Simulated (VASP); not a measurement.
Here is a VASP 6.6.1 calculation.

INCAR

```
SYSTEM = FeS2
PREC = Accurate ; ENCUT = 600
EDIFF = 1E-6 ; ISMEAR = 0
SIGMA = 0.01 ; LREAL = .FALSE.
LASPH = .TRUE. ; NELM = 120
ALGO = Normal ; ISIF = 2
LWAVE = .FALSE. ; LCHARG = .FALSE.
GGA = PE ; NBANDS = 29
GGA_COMPAT = .FALSE.
```

Contents of KPOINTS:

```
regular mesh
0
G
  6 4 6
  0 0 0
```

The input POSCAR:

```
FeS2
1.0
    4.3483462514      0.0000000000      0.0000000000
    0.0000000000      5.2991240029      0.0000000000
    0.0000000000      0.0000000000      3.3203231582
Fe S
2 4
Direct
    0.5000000000      0.5000000000      0.5000000000
    0.0000000000      0.0000000000      0.0000000000
    0.2937551967      0.8751795101      0.5000000000
    0.7062448033      0.1248204899      0.5000000000
    0.2062448033      0.3751795101      0.0000000000
    0.7937551967      0.6248204899      0.0000000000
```

Potentials or basis: VASP PAW PBE potentials, release 64 (Fe, S).

The run is started by

```bash
$ cat potpaw_PBE.64/Fe/POTCAR potpaw_PBE.64/S/POTCAR > POTCAR
$ mpirun -np 1 vasp_std > vasp.out
```

(1) Predict the largest force.

(2) Estimate the band gap on the k mesh.

(3) Estimate the pressure.

Answers

(1) 0.177 eV/Å.

(2) 1.07 eV (least direct gap 1.36 eV).

(3) 11.1 GPa.

Caveat: the cell stands under pressure.
